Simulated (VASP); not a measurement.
# Co (P6_3/mmc) in VASP: notebook

Runs on Co. Level: PBEsol. Tasks: single point.

Everything below comes from runs of VASP 6.6.1. Logs are shortened: lines on timing, memory, paths and dates and some standing lists are left out, and cuts for length are marked.

## Step 1: The cell of the first run

Symmetry: P6_3/mmc, No. 194, hexagonal system. Conventional cell: a = 2.544 Å, b = 2.544 Å, c = 4.132 Å, α = 90.00°, β = 90.00°, γ = 120.00°. Within 3.3 Å of Co (site symmetry -6m2) lie 12 Co at 2.53 to 2.54 Å.

## Step 2: Single point, PBEsol, collinear spin, ferromagnetic start (11.58 Å³/atom)

INCAR reads:

```
ALGO     = Normal         # electronic algorithm
EDIFF    = 1E-7           # SCF threshold, eV
ENCUT    = 520            # plane-wave cutoff, eV
GGA      = PS             # functional
ISIF     = 2              # what is computed and relaxed
ISMEAR   = -1             # smearing method
ISPIN    = 2              # spin polarisation
LASPH    = True           # aspherical terms in the spheres
LCHARG   = True           # write CHGCAR
LELF     = True           # ELF
LMAXMIX  = 4              # l up to which the mixer works
LORBIT   = 11             # projections on sites
LREAL    = False          # projectors in reciprocal space
LVHAR    = True         
LWAVE    = False          # write WAVECAR
MAGMOM   = 2 2            # initial moments
NBANDS   = 20             # bands
NELM     = 150            # most SCF steps
PREC     = Accurate       # precision mode
SIGMA    = 0.05           # smearing width, eV
```

KPOINTS reads:

```
k-points
0
Gamma
  19 19 10
```

POSCAR reads:

```
Co
1.0
    2.5439430942      0.0000000000      0.0000000000
   -1.2719715471      2.2031193454      0.0000000000
    0.0000000000      0.0000000000      4.1315075849
Co
2
Direct
    0.3333333333      0.6666666667      0.2500000000
    0.6666666667      0.3333333333      0.7500000000
```

Potentials or basis: VASP PAW PBE potentials, release 64 (Co).

Run with:

```bash
$ cat potpaw_PBE.64/Co/POTCAR > POTCAR
$ mpirun -np 1 vasp_std > vasp.out
```

OUTCAR:

```text
EDIFF = 1E-7
   ENCUT = 520
   GGA = PS
   ISIF = 2
   ISMEAR = -1
   ISPIN = 2
   LASPH = True
   LORBIT = 11
   LREAL = False
   NELM = 150
   PREC = Accurate

 ion  position               nearest neighbor table
   1  0.333  0.667  0.250-   2 2.53   2 2.53   2 2.53   2 2.53   2 2.53   2 2.53
   2  0.667  0.333  0.750-   1 2.53   1 2.53   1 2.53   1 2.53   1 2.53   1 2.53

  LATTYP: Found a hexagonal cell.
 ALAT       =     2.5439430942
 C/A-ratio  =     1.6240566050

  Lattice vectors:

 A1 = (   2.5439430942,   0.0000000000,   0.0000000000)
 A2 = (  -1.2719715471,   2.2031193454,   0.0000000000)
 A3 = (   0.0000000000,   0.0000000000,   4.1315075849)

Analysis of symmetry for initial positions (statically):
=====================================================================
 Subroutine PRICEL returns:
 Original cell was already a primitive cell.

 Routine SETGRP: Setting up the symmetry group for a
 hexagonal supercell.

 Subroutine GETGRP returns: Found 24 space group operations
 (whereof 12 operations were pure point group operations)
 out of a pool of 24 trial point group operations.

The static configuration has the point symmetry D_3d.
 The point group associated with its full space group is D_6h.

Analysis of symmetry for dynamics (positions and initial velocities):
=====================================================================
 Subroutine PRICEL returns:
 Original cell was already a primitive cell.

 Routine SETGRP: Setting up the symmetry group for a
 hexagonal supercell.

 Subroutine GETGRP returns: Found 24 space group operations
 (whereof 12 operations were pure point group operations)
 out of a pool of 24 trial point group operations.

The dynamic configuration has the point symmetry D_3d.
 The point group associated with its full space group is D_6h.

Analysis of structural, dynamic, and magnetic symmetry:
=====================================================================
 Subroutine PRICEL returns:
 Original cell was already a primitive cell.

 Routine SETGRP: Setting up the symmetry group for a
 hexagonal supercell.

 Subroutine GETGRP returns: Found 24 space group operations
 (whereof 12 operations were pure point group operations)
 out of a pool of 24 trial point group operations.

The overall configuration has the point symmetry D_3d.
 The point group associated with its full space group is D_6h.

 Subroutine INISYM returns: Found 24 space group operations
 (whereof 12 operations are pure point group operations),
 and found     1 'primitive' translations

----------------------------------------------------------------------------------------

                                     Primitive cell

  volume of cell :      23.1555

  direct lattice vectors                    reciprocal lattice vectors
     2.543943094  0.000000000  0.000000000     0.393090554  0.226950937  0.000000000
    -1.271971547  2.203119345  0.000000000     0.000000000  0.453901874  0.000000000
     0.000000000  0.000000000  4.131507585     0.000000000  0.000000000  0.242042397

  length of vectors
     2.543943094  2.543943094  4.131507585     0.453901874  0.453901874  0.242042397

  position of ions in fractional coordinates (direct lattice)
     0.333333333  0.666666667  0.250000000
     0.666666667  0.333333333  0.750000000

  ion indices of the primitive-cell ions
   primitive index   ion index
                 1           1
                 2           2

----------------------------------------------------------------------------------------

 KPOINTS: k-points

Automatic generation of k-mesh.
 Grid dimensions read from file:
 generate k-points for:   19   19   10

 Generating k-lattice:

  Cartesian coordinates                     Fractional coordinates (reciprocal lattice)
     0.020688977  0.011944786  0.000000000     0.052631579  0.000000000  0.000000000
     0.000000000  0.023889572  0.000000000     0.000000000  0.052631579  0.000000000
     0.000000000  0.000000000  0.024204240     0.000000000  0.000000000  0.100000000

  Length of vectors
     0.023889572  0.023889572  0.024204240

  Shift w.r.t. Gamma in fractional coordinates (k-lattice)
     0.000000000  0.000000000  0.000000000

 Subroutine IBZKPT returns following result:
 ===========================================

 Found    240 irreducible k-points:

 Following reciprocal coordinates:
            Coordinates               Weight
  0.000000  0.000000  0.000000      1.000000
  0.052632  0.000000  0.000000      6.000000
  0.105263  0.000000  0.000000      6.000000
  0.157895  0.000000  0.000000      6.000000
  0.210526  0.000000  0.000000      6.000000
  0.263158  0.000000  0.000000      6.000000
[... 16 lines left out ...]
  0.263158  0.105263  0.000000     12.000000
  0.315789  0.105263  0.000000     12.000000
 [... further k-points ...]
   k-points           NKPTS =    240   k-points in BZ     NKDIM =    240   number of bands    NBANDS=     20
   number of dos      NEDOS =    301   number of ions     NIONS =      2
   total plane-waves  NPLWV =  12800
   dimension x,y,z NGX =    20 NGY =   20 NGZ =   32
   dimension x,y,z NGXF=    40 NGYF=   40 NGZF=   64
   ions per type =               2
   NGX,Y,Z   is equivalent  to a cutoff of  13.07, 13.07, 12.88 a.u.
   NGXF,Y,Z  is equivalent  to a cutoff of  26.14, 26.14, 25.75 a.u.
 SYSTEM =  unknown system
   PREC   = accura    normal or accurate (medium, high low for compatibility)
   ISTART =      0    job   : 0-new  1-cont  2-samecut
   ICHARG =      2    charge: 1-file 2-atom 10-const
   ISPIN  =      2    spin polarized calculation?
   LNONCOLLINEAR =      F non collinear calculations
   LSORBIT =      F    spin-orbit coupling
   LASPH  =      T    aspherical Exc in radial PAW
   ENCUT  =  520.0 eV  38.22 Ry    6.18 a.u.   4.73  4.73  7.68*2*pi/ulx,y,z
   NELM   =    150;   NELMIN=  2; NELMDL= -5     # of ELM steps
   EDIFF  = 0.1E-06   stopping-criterion for ELM
   LREAL  =      F    real-space projection
   EDIFFG = 0.1E-05   stopping-criterion for IOM
   NSW    =      0    number of steps for IOM
   IBRION =     -1    ionic relax: 0-MD 1-quasi-New 2-CG
   NFREE  =      0    steps in history (QN), initial steepest desc. (CG)
   ISIF   =      2    stress and relaxation
   ISYM   =      2    0-nonsym 1-usesym 2-fastsym
   POTIM  = 0.5000    time-step for ionic-motion
   TEBEG  =    0.0;   TEEND  =   0.0 temperature during run
   PSTRESS=    0.0 pullay stress
   NELECT =      18.0000    total number of electrons
   NUPDOWN=      -1.0000    fix difference up-down
   EMIN   =  10.00;   EMAX   =-10.00  energy-range for DOS
   EFERMI =   0.00;   METHOD = LEGACY
   ISMEAR =    -1;   SIGMA  =   0.05  broadening in eV -4-tet -1-fermi 0-gaus
   EFERMI_NEDOS =   21; number of points for ismear=-14 and -15
   IALGO  =     38    algorithm
   IMIX   =      4    mixing-type and parameters
     AMIX     =   0.40;   BMIX     =  1.00
     AMIX_MAG =   1.60;   BMIX_MAG =  1.00
  volume/ion in A,a.u.               =      11.58        78.13
  Fermi-wavevector in a.u.,A,eV,Ry     =   1.505270  2.844547 30.828585  2.265837
  Thomas-Fermi vector in A             =   2.616141
   LORBIT       =     11    0 simple, 1 ext, 2 COOP (PROOUT), +10 PAW based schemes
   GGA     = PS    functional components
   LHFCALC =     F    Hartree Fock is set to
   AEXX    =    0.0000 exact exchange contribution
   IVDW    =     0    specifies the selected vdW correction
   LEPSILON=     F    determine dielectric tensor
   LRPA    =     F    only Hartree local field effects (RPA)
 spin polarized calculation
  energy-cutoff  :      520.00
  volume of cell :       23.16
 maximum number of plane-waves:       646
 NGX is ok and might be reduce to    20
   NGX =  9   NGY =  9   NGZ = 15

 number of electron      18.0000008 magnetization       3.3142421

 Free energy of the ion-electron system (eV)
  ---------------------------------------------------
  ext. energy  EPLUGINS =         0.00000000
  ---------------------------------------------------
  free energy    TOTEN  =       -15.29743487 eV

  energy without entropy =      -15.28147874  energy(sigma->0) =      -15.28945680

 E-fermi :   9.1881     XC(G=0): -13.1987

 val. band max:        9.1874556867   @ k =   0.4211   0.1053   0.4000
 cond. band min:       9.1907377740   @ k =   0.1579   0.0000   0.3000
 fundamental gap:      0.0032820873
 Fermi energy:         9.1881095051

 spin component 1

 k-point     1 :       0.0000    0.0000    0.0000
  band No.  band energies     occupation
      1       0.5913      1.00000
      2       4.3199      1.00000
      3       6.6434      1.00000
      4       6.6860      1.00000
      5       6.6860      1.00000
      6       6.9621      1.00000
[... 12 lines left out ...]
     19      33.9898      0.00000
     20      33.9898      0.00000
[... 507 lines left out ...]
 k-point    24 :       0.3158    0.1053    0.0000
  band No.  band energies     occupation
      1       4.2638      1.00000
      2       5.0759      1.00000
      3       5.2338      1.00000
      4       6.0962      1.00000
      5       6.5288      1.00000
      6       6.8754      1.00000
[... 12 lines left out ...]
     19      31.3112      0.00000
     20      32.9297      0.00000

 [... further k-points ...]

 spin component 2

 k-point     1 :       0.0000    0.0000    0.0000
  band No.  band energies     occupation
      1       0.6367      1.00000
      2       5.2969      1.00000
      3       8.2988      1.00000
      4       8.3532      1.00000
      5       8.3532      1.00000
      6       8.6801      0.99996
[... 12 lines left out ...]
     19      34.3184      0.00000
     20      34.3184      0.00000
[... 507 lines left out ...]
 k-point    24 :       0.3158    0.1053    0.0000
  band No.  band energies     occupation
      1       4.6391      1.00000
      2       6.3829      1.00000
      3       6.4885      1.00000
      4       7.2274      1.00000
      5       8.1560      1.00000
      6       8.4663      1.00000
[... 12 lines left out ...]
     19      31.6651      0.00000
     20      33.3025      0.00000

 [... further k-points ...]
[... 5 lines left out ...]
  --------------------------------------------------------------------------------------
  -------------------------------------------------------------------------------------
  Total       -2.9689541     -2.9689541     -3.1375680      0.0000000     -0.0000000      0.0000000
  in kB     -205.4282135   -205.4282135   -217.0949710      0.0000000     -0.0000000      0.0000000
  external PRESSURE =    -209.3171327 kB  Pullay stress =       0.0000000 kB

 VOLUME and BASIS-vectors are now :
 -----------------------------------------------------------------------------
  energy-cutoff  :      520.00
  volume of cell :       23.16
      direct lattice vectors                 reciprocal lattice vectors
     2.543943094  0.000000000  0.000000000     0.393090554  0.226950937  0.000000000
    -1.271971547  2.203119345  0.000000000     0.000000000  0.453901874  0.000000000
     0.000000000  0.000000000  4.131507585     0.000000000  0.000000000  0.242042397

 POSITION                                       TOTAL-FORCE (eV/Angst)
 -----------------------------------------------------------------------------------
     -0.00000      1.46875      1.03288        -0.000000     -0.000000      0.000000
      1.27197      0.73437      3.09863         0.000000      0.000000      0.000000
 -----------------------------------------------------------------------------------
    total drift:                               -0.000000      0.000000     -0.000000

  FREE ENERGIE OF THE ION-ELECTRON SYSTEM (eV)
  ---------------------------------------------------
  free  energy   TOTEN  =       -15.2974348697 eV

  energy  without entropy=      -15.2814787401  energy(sigma->0) =      -15.28945680

 total charge

# of ion       s       p       d       tot
------------------------------------------
    1        0.463   0.471   7.217   8.151
    2        0.463   0.471   7.217   8.151
--------------------------------------------------
tot          0.927   0.942  14.434  16.302

 magnetization (x)

# of ion       s       p       d       tot
------------------------------------------
    1       -0.014  -0.050   1.748   1.684
    2       -0.014  -0.050   1.748   1.684
--------------------------------------------------
tot         -0.028  -0.100   3.496   3.369
```

Run time: 2 min. Hardware: 1 thread of AMD EPYC 9R14 (Zen 4), shared host; peak memory 0.23 GiB.

What came out:

* Free energy: -15.2974 eV
* Pressure: -20.9 GPa
* Net moment: 3.31 μB per cell
* Site moments: Co +1.68 μB
* Valence electrons inside the program's atomic spheres: Co 8.15

Caveat: the cell stands under tension; the PAW data sets were made with another functional, which shifts forces and pressure a little.

[end of part 1 of 2]
